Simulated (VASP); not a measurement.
HPbNO4:

```
H Pb N O
1.0
     3.85404    0.14384    0.09012
    -0.25320    5.52698    0.16471
    -0.48197   -1.92720    5.72025
H Pb N O
1 1 1 4
Direct
  0.10913 0.65718 0.54463
  0.61029 0.52127 0.15100
  0.91580 0.96263 0.95867
  0.01384 0.13639 0.88084
  0.72398 0.01057 0.12858
  0.00389 0.73732 0.87043
  0.11927 0.59324 0.37651
```

Base run:

```yaml
Program: VASP 6.6.1
Functional: PBE
Potentials_or_basis: VASP PAW PBE potentials, release 64 (H, Pb_d, N, O)
Cutoff: 520 eV
k_mesh: 7 × 5 × 5
Occupations: fermi-dirac, width 0.05 eV
Spin: no spin polarisation
```

Its results: band gap on the k mesh 3.14 eV, indirect (least direct gap 3.22 eV); pressure 0.5 GPa; largest force 0.422 eV/Å.

Q: The run is repeated on the same cell with these changes: k mesh from 7 × 5 × 5 to 5 × 3 × 3. What comes out?

A: Band gap on the k mesh 3.20 eV, indirect (least direct gap 3.30 eV); pressure 0.5 GPa; largest force 0.421 eV/Å.

Caveats: the standard files for N, O and F lose accuracy on very short bonds; spin-orbit coupling is left out, which moves the levels of the heavy elements.

A k mesh can miss the band edges.
